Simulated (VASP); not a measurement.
Runs of VASP 6.6.1 on Be. The structure is that of space group P6_3/mmc (No. 194), or close to it. The cells are those of the table. 

| task | level | potentials or basis | cell | k mesh | cutoff (eV) | smearing | gap on the mesh (eV) | pressure (GPa) | largest force (eV/Å) |
| --- | --- | --- | --- | --- | --- | --- | --- | --- | --- |
| single point | PBEsol | VASP PAW PBE potentials, release 64 (Be) | a = 2.315, b = 2.315, c = 3.631 Å, angles 90.0, 90.0, 120.0°, 2 atoms | 13 × 13 × 8 | 520 | fermi-dirac 0.05 eV | none | (a) | - |
| single point | PBEsol | VASP PAW PBE potentials, release 64 (Be) | a = 2.285, b = 2.285, c = 3.584 Å, angles 90.0, 90.0, 120.0°, 2 atoms | 13 × 13 × 8 | 520 | fermi-dirac 0.05 eV | none | -3.5 | - |
| single point | PBEsol | VASP PAW PBE potentials, release 64 (Be) | a = 2.160, b = 2.160, c = 3.406 Å, angles 90.0, 90.0, 120.0°, 2 atoms | 13 × 13 × 8 | 520 | fermi-dirac 0.05 eV | none | (b) | - |
| single point | PBE | VASP PAW PBE potentials, release 64 (Be) | a = 2.285, b = 2.285, c = 3.584 Å, angles 90.0, 90.0, 120.0°, 2 atoms | 18 × 18 × 10 | 520 | methfessel-paxton 0.05 eV | none | -2.6 | 0.36 |
| single point | PBEsol | VASP PAW PBE potentials, release 64 (Be) | a = 2.394, b = 2.394, c = 3.755 Å, angles 90.0, 90.0, 120.0°, 2 atoms | 13 × 13 × 8 | 600 | tetrahedron | none | -15.9 | - |
| single point | LDA | VASP PAW LDA potentials, release 64 (Be) | a = 2.254, b = 2.254, c = 3.536 Å, angles 90.0, 90.0, 120.0°, 2 atoms | 13 × 13 × 8 | 520 | fermi-dirac 0.05 eV | none | -3.3 | - |
| relaxation of cell and atoms | PBEsol | VASP PAW PBE potentials, release 64 (Be) | relaxed to 30 GPa from a = 2.285, b = 2.285, c = 3.584 Å, angles 90.0, 90.0, 120.0°, 2 atoms | 13 × 13 × 8 | 600 | fermi-dirac 0.05 eV | none | 30.2 | - |
| single point | PBE | VASP PAW PBE potentials, release 64 (Be) | a = 2.285, b = 2.285, c = 3.584 Å, angles 90.0, 90.0, 120.0°, 2 atoms | 22 × 22 × 12 | 520 | methfessel-paxton 0.05 eV | none | -2.6 | 0.36 |
| relaxation of cell and atoms | PBEsol+D4 | VASP PAW PBE potentials, release 64 (Be) | relaxed from a = 2.285, b = 2.285, c = 3.584 Å, angles 90.0, 90.0, 120.0°, 2 atoms | 13 × 13 × 8 | 600 | fermi-dirac 0.05 eV | none | 0.1 | - |
| relaxation of cell and atoms | PBEsol | VASP PAW PBE potentials, release 64 (Be) | relaxed to 5 GPa from a = 2.285, b = 2.285, c = 3.584 Å, angles 90.0, 90.0, 120.0°, 2 atoms | 13 × 13 × 8 | 600 | fermi-dirac 0.05 eV | none | 5.2 | - |
| single point | PBE | VASP PAW PBE potentials, release 64 (Be) | a = 2.285, b = 2.285, c = 3.584 Å, angles 90.0, 90.0, 120.0°, 2 atoms | 13 × 13 × 8 | 520 | fermi-dirac 0.05 eV | none | -2.7 | - |

Alike in all rows: no spin polarisation.

Question: Fill in the values left out.

Answer: (a) -7.6; (b) 20.7.

Caveats: the PAW data sets were made with another functional, which shifts forces and pressure a little (some runs); the cell is relaxed towards a set pressure, so the enthalpy falls and the energy may rise (some runs); tetrahedron occupations give inexact forces and stress in metals (some runs); pairwise dispersion overbinds metals, which lowers pressure and volume (some runs).

A gap of «none» marks levels without a gap at the run's occupations.
